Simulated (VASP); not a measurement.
# SrO (I4/mmm) in VASP: further runs

The runs below take SrO through electric field gradients, with PBEsol.

Program: VASP 6.6.1. These are calculated values, not measurements. Logs are shortened: lines on timing, memory, paths and dates and some standing lists are left out, and cuts for length are marked.

## (1) The cell of the first run

It takes space group I4/mmm (No. 139, tetragonal). The conventional cell has a = 3.562 Å, b = 3.562 Å, c = 5.140 Å, α = 90.00°, β = 90.00°, γ = 90.00°. Within 3.3 Å of Sr (site symmetry 4/mmm) lie 6 O at 2.52 to 2.57 Å. Within 3.3 Å of O (site symmetry 4/mmm) lie 6 Sr at 2.52 to 2.57 Å.

## (2) Electric field gradients, PBEsol (equal xx and yy strain of -2 %)

Input file INCAR:

```
PREC = Accurate
ENCUT = 520
EDIFF = 1E-8
ISMEAR = -1
SIGMA = 0.03
LREAL = False
LASPH = True
NELM = 60
ALGO = Normal
ISIF = 2
LWAVE = False
LCHARG = False
GGA = PS
LEFG = True
NBANDS = 15
```

Input file KPOINTS:

```
regular mesh
0
Gamma
  8 8 8
```

Input file POSCAR:

```
SrO
1.0
    0.0000000000      2.5184040000      2.5698000000
    2.5184040000      0.0000000000      2.5698000000
    2.5184040000      2.5184040000      0.0000000000
Sr O
1 1
Direct
    0.0000000000      0.0000000000      0.0000000000
    0.5000000000      0.5000000000      0.5000000000
```

Potentials or basis: VASP PAW PBE potentials, release 64 (Sr_sv, O).

Launch:

```bash
$ cat potpaw_PBE.64/Sr_sv/POTCAR potpaw_PBE.64/O/POTCAR > POTCAR
$ mpirun -np 1 vasp_std > vasp.out
```

OUTCAR:

```text
PREC = Accurate
   ENCUT = 520
   EDIFF = 1E-8
   ISMEAR = -1
   LREAL = False
   LASPH = True
   NELM = 60
   ISIF = 2
   GGA = PS

 ion  position               nearest neighbor table
   1  0.000  0.000  0.000-   2 2.52   2 2.52   2 2.52   2 2.52   2 2.57   2 2.57
   2  0.500  0.500  0.500-   1 2.52   1 2.52   1 2.52   1 2.52   1 2.57   1 2.57

  LATTYP: Found a body centered tetragonal cell.
 ALAT       =     3.5615610923
 C/A-ratio  =     1.4430750636

  Lattice vectors:

 A1 = (  -2.5184040000,   0.0000000000,   2.5698000000)
 A2 = (   2.5184040000,   0.0000000000,   2.5698000000)
 A3 = (   0.0000000000,   2.5184040000,  -2.5698000000)

Analysis of symmetry for initial positions (statically):
=====================================================================
 Subroutine PRICEL returns:
 Original cell was already a primitive cell.

 Routine SETGRP: Setting up the symmetry group for a
 body centered tetragonal supercell.

 Subroutine GETGRP returns: Found 16 space group operations
 (whereof 16 operations were pure point group operations)
 out of a pool of 16 trial point group operations.

The static configuration has the point symmetry D_4h.

Analysis of symmetry for dynamics (positions and initial velocities):
=====================================================================
 Subroutine PRICEL returns:
 Original cell was already a primitive cell.

 Routine SETGRP: Setting up the symmetry group for a
 body centered tetragonal supercell.

 Subroutine GETGRP returns: Found 16 space group operations
 (whereof 16 operations were pure point group operations)
 out of a pool of 16 trial point group operations.

The dynamic configuration has the point symmetry D_4h.

 Subroutine INISYM returns: Found 16 space group operations
 (whereof 16 operations are pure point group operations),
 and found     1 'primitive' translations

----------------------------------------------------------------------------------------

                                     Primitive cell

  volume of cell :      32.5972

  direct lattice vectors                    reciprocal lattice vectors
     0.000000000  2.518404000  2.569800000    -0.198538439  0.198538439  0.194567671
     2.518404000  0.000000000  2.569800000     0.198538439 -0.198538439  0.194567671
     2.518404000  2.518404000  0.000000000     0.198538439  0.198538439 -0.194567671

  length of vectors
     3.598087096  3.598087096  3.561561092     0.341601526  0.341601526  0.341601526

  position of ions in fractional coordinates (direct lattice)
     0.000000000  0.000000000  0.000000000
     0.500000000  0.500000000  0.500000000

  ion indices of the primitive-cell ions
   primitive index   ion index
                 1           1
                 2           2

----------------------------------------------------------------------------------------

 KPOINTS: regular mesh

Automatic generation of k-mesh.
 Grid dimensions read from file:
 generate k-points for:    8    8    8

 Generating k-lattice:

  Cartesian coordinates                     Fractional coordinates (reciprocal lattice)
    -0.024817305  0.024817305  0.024320959     0.125000000 -0.000000000  0.000000000
     0.024817305 -0.024817305  0.024320959    -0.000000000  0.125000000  0.000000000
     0.024817305  0.024817305 -0.024320959     0.000000000  0.000000000  0.125000000

  Length of vectors
     0.042700191  0.042700191  0.042700191

  Shift w.r.t. Gamma in fractional coordinates (k-lattice)
     0.000000000  0.000000000  0.000000000

 Subroutine IBZKPT returns following result:
 ===========================================

 Found     59 irreducible k-points:

 Following reciprocal coordinates:
            Coordinates               Weight
  0.000000  0.000000  0.000000      1.000000
  0.125000  0.000000  0.000000      8.000000
  0.250000  0.000000  0.000000      8.000000
  0.375000  0.000000  0.000000      8.000000
  0.500000  0.000000  0.000000      4.000000
  0.125000  0.125000  0.000000      2.000000
[... 16 lines left out ...]
  0.250000  0.000000  0.125000     16.000000
  0.375000  0.000000  0.125000     16.000000
 [... further k-points ...]
   k-points           NKPTS =     59   k-points in BZ     NKDIM =     59   number of bands    NBANDS=     15
   number of dos      NEDOS =    301   number of ions     NIONS =      2
   total plane-waves  NPLWV =  21952
   dimension x,y,z NGX =    28 NGY =   28 NGZ =   28
   dimension x,y,z NGXF=    56 NGYF=   56 NGZF=   56
   ions per type =               1   1
   NGX,Y,Z   is equivalent  to a cutoff of  12.94, 12.94, 13.07 a.u.
   NGXF,Y,Z  is equivalent  to a cutoff of  25.87, 25.87, 26.14 a.u.
 SYSTEM =  unknown system
   PREC   = accura    normal or accurate (medium, high low for compatibility)
   ISTART =      0    job   : 0-new  1-cont  2-samecut
   ICHARG =      2    charge: 1-file 2-atom 10-const
   ISPIN  =      1    spin polarized calculation?
   LNONCOLLINEAR =      F non collinear calculations
   LSORBIT =      F    spin-orbit coupling
   LASPH  =      T    aspherical Exc in radial PAW
   ENCUT  =  520.0 eV  38.22 Ry    6.18 a.u.   6.69  6.69  6.62*2*pi/ulx,y,z
   NELM   =     60;   NELMIN=  2; NELMDL= -5     # of ELM steps
   EDIFF  = 0.1E-07   stopping-criterion for ELM
   LREAL  =      F    real-space projection
   EDIFFG = 0.1E-06   stopping-criterion for IOM
   NSW    =      0    number of steps for IOM
   IBRION =     -1    ionic relax: 0-MD 1-quasi-New 2-CG
   NFREE  =      0    steps in history (QN), initial steepest desc. (CG)
   ISIF   =      2    stress and relaxation
   ISYM   =      2    0-nonsym 1-usesym 2-fastsym
   POTIM  = 0.5000    time-step for ionic-motion
   TEBEG  =    0.0;   TEEND  =   0.0 temperature during run
   PSTRESS=    0.0 pullay stress
   NELECT =      16.0000    total number of electrons
   NUPDOWN=      -1.0000    fix difference up-down
   EMIN   =  10.00;   EMAX   =-10.00  energy-range for DOS
   EFERMI =   0.00;   METHOD = LEGACY
   ISMEAR =    -1;   SIGMA  =   0.03  broadening in eV -4-tet -1-fermi 0-gaus
   EFERMI_NEDOS =   21; number of points for ismear=-14 and -15
   IALGO  =     38    algorithm
   IMIX   =      4    mixing-type and parameters
     AMIX     =   0.40;   BMIX     =  1.00
     AMIX_MAG =   1.60;   BMIX_MAG =  1.00
  volume/ion in A,a.u.               =      16.30       109.99
  Fermi-wavevector in a.u.,A,eV,Ry     =   1.291382  2.440358 22.689999  1.667668
  Thomas-Fermi vector in A             =   2.423156
   LORBIT       =      0    0 simple, 1 ext, 2 COOP (PROOUT), +10 PAW based schemes
   GGA     = PS    functional components
   LHFCALC =     F    Hartree Fock is set to
   AEXX    =    0.0000 exact exchange contribution
   IVDW    =     0    specifies the selected vdW correction
   LEPSILON=     F    determine dielectric tensor
   LRPA    =     F    only Hartree local field effects (RPA)
 non-spin polarized calculation
  energy-cutoff  :      520.00
  volume of cell :       32.60
 maximum number of plane-waves:       895
   NGX = 13   NGY = 13   NGZ = 13

 number of electron      15.9999996 magnetization

 Free energy of the ion-electron system (eV)
  ---------------------------------------------------
  ext. energy  EPLUGINS =         0.00000000
  ---------------------------------------------------
  free energy    TOTEN  =       -12.62021609 eV

  energy without entropy =      -12.62021609  energy(sigma->0) =      -12.62021609

 E-fermi :   2.3764     XC(G=0): -10.4785

 val. band max:        1.7195551484   @ k =   0.0000   0.0000   0.0000
 cond. band min:       4.7895647302   @ k =   0.5000   0.0000   0.5000
 fundamental gap:      3.0700095818
 Fermi energy:         2.3763520978

 k-point     1 :       0.0000    0.0000    0.0000
  band No.  band energies     occupation
      1     -30.4054      2.00000
      2     -13.3605      2.00000
      3     -12.0173      2.00000
      4     -12.0074      2.00000
      5     -12.0074      2.00000
      6       1.6370      2.00000
      7       1.7196      2.00000
      8       1.7196      2.00000
      9       5.8033      0.00000
     10       7.8305      0.00000
     11       7.9959      0.00000
     12       7.9959      0.00000
     13      10.1064      0.00000
     14      10.3733      0.00000
     15      14.3766      0.00000

 k-point     2 :       0.1250    0.0000    0.0000
  band No.  band energies     occupation
      1     -30.3808      2.00000
      2     -13.7308      2.00000
      3     -12.0316      2.00000
      4     -12.0180      2.00000
      5     -11.6979      2.00000
      6       1.2072      2.00000
      7       1.4562      2.00000
      8       1.4974      2.00000
      9       6.5272      0.00000
     10       7.7700      0.00000
     11       8.2240      0.00000
     12       8.3132      0.00000
     13      10.5450      0.00000
     14      10.8211      0.00000
     15      15.4424      0.00000

 k-point     3 :       0.2500    0.0000    0.0000
  band No.  band energies     occupation
      1     -30.3208      2.00000
      2     -14.3408      2.00000
      3     -12.0720      2.00000
      4     -12.0434      2.00000
      5     -11.2283      2.00000
      6       0.3339      2.00000
      7       0.9969      2.00000
      8       1.0212      2.00000
      9       7.7299      0.00000
     10       8.0947      0.00000
     11       9.1197      0.00000
     12       9.1802      0.00000
     13      11.6384      0.00000
     14      11.9285      0.00000
     15      17.6131      0.00000
[... 343 lines left out ...]
 k-point    23 :       0.2500    0.0000    0.1250
  band No.  band energies     occupation
      1     -30.3237      2.00000
      2     -14.1894      2.00000
      3     -12.1405      2.00000
      4     -12.1119      2.00000
      5     -11.3175      2.00000
      6       0.3404      2.00000
      7       1.2513      2.00000
      8       1.3813      2.00000
      9       6.9222      0.00000
     10       7.5906      0.00000
     11       9.3794      0.00000
     12       9.5427      0.00000
     13      11.0584      0.00000
     14      12.1818      0.00000
     15      17.6144      0.00000

 k-point    24 :       0.3750    0.0000    0.1250
  band No.  band energies     occupation
      1     -30.2632      2.00000
      2     -14.6106      2.00000
      3     -12.1805      2.00000
      4     -12.1502      2.00000
      5     -11.1007      2.00000
      6      -0.0555      2.00000
      7       0.7556      2.00000
      8       0.9564      2.00000
      9       7.3002      0.00000
     10       8.9025      0.00000
     11      10.3934      0.00000
     12      10.5521      0.00000
     13      12.4002      0.00000
     14      13.1482      0.00000
     15      17.9211      0.00000

 [... further k-points ...]

------------------------ aborting loop because EDIFF is reached ----------------------------------------

  FORCE on cell =-STRESS in cart. coord.  units (eV):
  Direction    XX          YY          ZZ          XY          YZ          ZX
  --------------------------------------------------------------------------------------
  -------------------------------------------------------------------------------------
  Total        1.0147596      1.0147596      0.3418036      0.0000000      0.0000000     -0.0000000
  in kB       49.8762336     49.8762336     16.7999150      0.0000000      0.0000000     -0.0000000
  external PRESSURE =      38.8507940 kB  Pullay stress =       0.0000000 kB

 VOLUME and BASIS-vectors are now :
 -----------------------------------------------------------------------------
  energy-cutoff  :      520.00
  volume of cell :       32.60
      direct lattice vectors                 reciprocal lattice vectors
     0.000000000  2.518404000  2.569800000    -0.198538439  0.198538439  0.194567671
     2.518404000  0.000000000  2.569800000     0.198538439 -0.198538439  0.194567671
     2.518404000  2.518404000  0.000000000     0.198538439  0.198538439 -0.194567671

 POSITION                                       TOTAL-FORCE (eV/Angst)
 -----------------------------------------------------------------------------------
      0.00000      0.00000      0.00000         0.000000     -0.000000     -0.000000
      2.51840      2.51840      2.56980         0.000000      0.000000      0.000000
 -----------------------------------------------------------------------------------
    total drift:                                0.000000      0.000000      0.000000

  FREE ENERGIE OF THE ION-ELECTRON SYSTEM (eV)
  ---------------------------------------------------
  free  energy   TOTEN  =       -12.6202160899 eV

  energy  without entropy=      -12.6202160899  energy(sigma->0) =      -12.62021609

 Electric field gradients (V/A^2)
---------------------------------------------------------------------
 ion       V_xx      V_yy      V_zz      V_xy      V_xz      V_yz
---------------------------------------------------------------------
   1     -10.880   -10.880    21.759     0.000     0.000     0.000
   2      -3.633    -3.633     7.266    -0.002    -0.001    -0.001
---------------------------------------------------------------------

 Electric field gradients after diagonalization (V/A^2)
 (convention: |V_zz| > |V_xx| > |V_yy|)
----------------------------------------------------------------------
 ion       V_xx      V_yy      V_zz     asymmetry (V_yy - V_xx)/ V_zz
----------------------------------------------------------------------
   1     -10.880   -10.879    21.759       0.000
   2      -3.635    -3.631     7.266       0.001
----------------------------------------------------------------------

           NMR quadrupolar parameters

 Cq : quadrupolar parameter    Cq=e*Q*V_zz/h
 eta: asymmetry parameters     (V_yy - V_xx)/ V_zz
 Q  : nuclear electric quadrupole moment in mb (millibarn)
----------------------------------------------------------------------
 ion       Cq(MHz)       eta       Q (mb)
----------------------------------------------------------------------
   1       0.053       0.000       1.000
   2       0.018       0.001       1.000
----------------------------------------------------------------------
```

Run time: 19 s. Hardware: 1 thread of Intel Xeon Platinum 8559C (Emerald Rapids), shared host; peak memory 0.17 GiB.

What came out:

```
Free energy            : -12.6202 eV
Pressure               : 3.9 GPa
Band gap on the k mesh : 3.07 eV, indirect (least direct gap 3.12 eV)
```

Electric field gradients, principal values (V/Å²):
```csv
atom,least,middle,greatest (by size)
1 Sr,-10.879,-10.880,21.759
2 O,-3.631,-3.635,7.266
```

Caveat: the cell differs from its parent crystal (equal xx and yy strain of -2 %); without QUAD_EFG the Cq values of the log hold for a quadrupole moment of 1 mb, not for the nuclei; the PAW data sets were made with another functional, which shifts forces and pressure a little. A k mesh can miss the band edges.

(Part 1 of 2 ends here.)
